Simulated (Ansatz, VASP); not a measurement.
Two plane-wave programs on TaAl2ZnN4

```
CELL_PARAMETERS angstrom
3.24845 0.00000 0.00000
-1.62423 2.81324 0.00000
0.00000 0.00000 10.44108
ATOMIC_POSITIONS crystal
Ta 0.00000 0.00000 0.49673
Al 0.33333 0.66667 0.22582
Al 0.33333 0.66667 0.76073
Zn 0.00000 0.00000 0.99243
N 0.00000 0.00000 0.20396
N 0.33333 0.66667 0.42664
N 0.00000 0.00000 0.69042
N 0.33333 0.66667 0.93479
```

Alike in both runs: functional PBE; k mesh 12 × 12 × 4; occupations gaussian, width 0.1 eV; no spin polarisation.

Ansatz relaxed the structure, and its values are those at the end. VASP's run is a single point on that final structure, the one shown.

|  | VASP | Ansatz |
| --- | --- | --- |
| version | VASP 6.6.1 | Ansatz 0.2.0 |
| potentials or method | VASP PAW PBE potentials, release 64 (Ta_pv, Al, Zn, N), cutoff 520 eV | scalar-relativistic, plane waves, PAW |
| valence electrons in the cell | 49 | 51 |

|  | VASP | Ansatz | Ansatz less VASP |
| --- | --- | --- | --- |
| gap on the k mesh at the Fermi level (eV) | none | none | - |
| pressure (GPa) | 0.3 | 0.0 | -0.29 |
| rms of the force components (eV/Å) | 0.021 | 0.001 | -0.0199 |

A gap of «none» marks a metal or a gap that the smearing closes. VASP's potentials hold 49 valence electrons a cell and Ansatz's 51, so a difference there can come from the potentials and not from the codes.

Neither program's run includes spin-orbit coupling.
